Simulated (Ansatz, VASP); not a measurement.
**Ge3Te2S in VASP and in Ansatz**

```
CELL_PARAMETERS angstrom
3.38237 1.95281 3.74284
-3.38237 1.95281 3.74284
0.00000 -3.90562 3.74284
ATOMIC_POSITIONS crystal
Ge 0.00000 0.00000 0.50000
Ge 0.50000 0.00000 0.00000
Ge 0.00000 0.50000 0.00000
Te 0.36020 0.36020 0.36020
Te 0.63980 0.63980 0.63980
S 0.00000 0.00000 0.00000
```

Alike in both runs: functional PBE; k mesh 6 × 6 × 6; occupations gaussian, width 0.1 eV; no spin polarisation.

Ansatz relaxed the structure, and its values are those at the end. VASP's run is a single point on that final structure, the one shown.

|  | VASP | Ansatz |
| --- | --- | --- |
| version | VASP 6.6.1 | Ansatz 0.2.0 |
| potentials or method | VASP PAW PBE potentials, release 64 (Ge_d, Te, S), cutoff 520 eV | scalar-relativistic, plane waves, PAW |
| valence electrons in the cell | 60 | 80 |

```csv
,VASP,Ansatz,Ansatz less VASP
gap on the k mesh at the Fermi level (eV),none,none,-
pressure (GPa),0.0,0.0,+0.02
rms of the force components (eV/Å),0.005,0.000,-0.0046
```

A gap of «none» marks a metal or a gap that the smearing closes. The functional is the same, so the differences come from potentials, cutoffs and numerics. VASP's potentials hold 60 valence electrons a cell and Ansatz's 80, so a difference there can come from the potentials and not from the codes.

Neither program's run includes spin-orbit coupling.
